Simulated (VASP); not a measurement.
Set up this calculation in VASP 6.6.1, as the native input.

```yaml
Task: single point
Functional: LDA
Potentials_or_basis: VASP PAW LDA potentials, release 64 (Rb_sv, Nb_sv, F)
Cutoff: 520 eV
k_mesh: 5 × 5 × 5
Occupations: methfessel-paxton, width 0.1 eV
Spin: no spin polarisation
Dipole_correction: no
Further_INCAR_settings: ALGO = Normal; EDIFF = 1e-06; NBANDS = 46
```

The structure of Rb2NbF6 lies in POSCAR:

```
Rb2NbF6
1.0
    5.9261404541      0.0000000000      0.0000000000
    2.9630702271      5.1321881797      0.0000000000
    2.9630702271      1.7107293932      4.8386734189
Rb Nb F
2 1 6
Direct
    0.2500000000      0.2500000000      0.2500000000
    0.7500000000      0.7500000000      0.7500000000
    0.0000000000      0.0000000000      0.0000000000
    0.2336752718      0.2336752718      0.7663247282
    0.2336752718      0.7663247282      0.7663247282
    0.7663247282      0.7663247282      0.2336752718
    0.2336752718      0.7663247282      0.2336752718
    0.7663247282      0.2336752718      0.7663247282
    0.7663247282      0.2336752718      0.2336752718
```

The input as run:

INCAR

```
  ALGO = Normal
  EDIFF = 1E-6
  ENCUT = 520
  GGA = CA
  ISIF = 2
  ISMEAR = 1
  LASPH = True
  LCHARG = False
  LREAL = False
  LWAVE = False
  NBANDS = 46
  NELM = 80
  PREC = Accurate
  SIGMA = 0.1
```

KPOINTS

```
k-points
0
Gamma
  5 5 5
```

Potentials or basis: VASP PAW LDA potentials, release 64 (Rb_sv, Nb_sv, F).

Command:

```console
$ cat potpaw_LDA.64/Rb_sv/POTCAR potpaw_LDA.64/Nb_sv/POTCAR potpaw_LDA.64/F/POTCAR > POTCAR
$ mpirun -np 1 vasp_std > vasp.out
```

Results of the run:

```
Pressure               : 0.1 GPa
Largest force          : 0.060 eV/Å
Band gap on the k mesh : zero (an odd number of electrons rules out a gap without spin polarisation)
```

Caveat: an odd number of electrons without spin polarisation forces a metal; a magnetic or distorted state may lie lower.

Wall time 49 s on 1 thread of AMD EPYC 9R45 96-Core Processor (Zen 5) (shared host), peak memory 0.25 GiB.
